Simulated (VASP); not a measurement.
Pt: single point with PBE

The system is Pt.

```
Pt
1.0
     0.00000    1.95796    2.28493
     1.95796    0.00000    2.28493
     1.95796    1.95796    0.00000
Pt
1
Direct
  0.00000 0.00000 0.00000
```

```yaml
Program: VASP 6.6.1
Task: single point
Functional: PBE
Potentials_or_basis: VASP PAW PBE potentials, release 64 (Pt)
Cutoff: 520 eV
k_mesh: 22 × 22 × 22
Occupations: gaussian, width 0.15 eV
Spin: no spin polarisation
Dipole_correction: no
Further_INCAR_settings: ALGO = Fast; EDIFF = 1e-06; NBANDS = 11
```

```json
{
  "Pressure": "-18.4 GPa",
  "Band gap on the k mesh": "zero (bands 5 and 6 overlap by 2.32 eV)"
}
```

Stress tensor (GPa, compression positive):
```
-14.58   0.00   0.00
  0.00 -14.58   0.00
  0.00   0.00 -26.02
```

Levels at points of the mesh, in eV from the Fermi level:
```csv
k point,band 1,band 2,band 3,band 4,band 5,band 6,band 7,band 8,band 9,band 10
"(0.00, 0.00, 0.00)",-8.56,-3.88,-2.26,-2.26,-2.19,-0.42,15.35,17.29,20.07,20.07
"(0.50, 0.00, 0.00)",-5.78,-3.60,-2.24,-0.17,0.26,0.29,5.05,13.52,17.68,19.72
"(0.50, 0.50, 0.00)",-5.76,-5.24,0.22,0.33,0.33,0.64,5.27,12.83,12.83,20.00
"(0.50, 0.00, 0.50)",-5.46,-4.97,-0.28,-0.17,1.13,3.11,8.80,10.15,10.47,18.21
```

Run time: 46 s on 1 thread of Intel(R) Xeon(R) 6975P-C (Granite Rapids), on a shared host, peak memory 0.27 GiB.

Caveat: the cell stands under tension; spin-orbit coupling is left out, which moves the levels of the heavy elements.
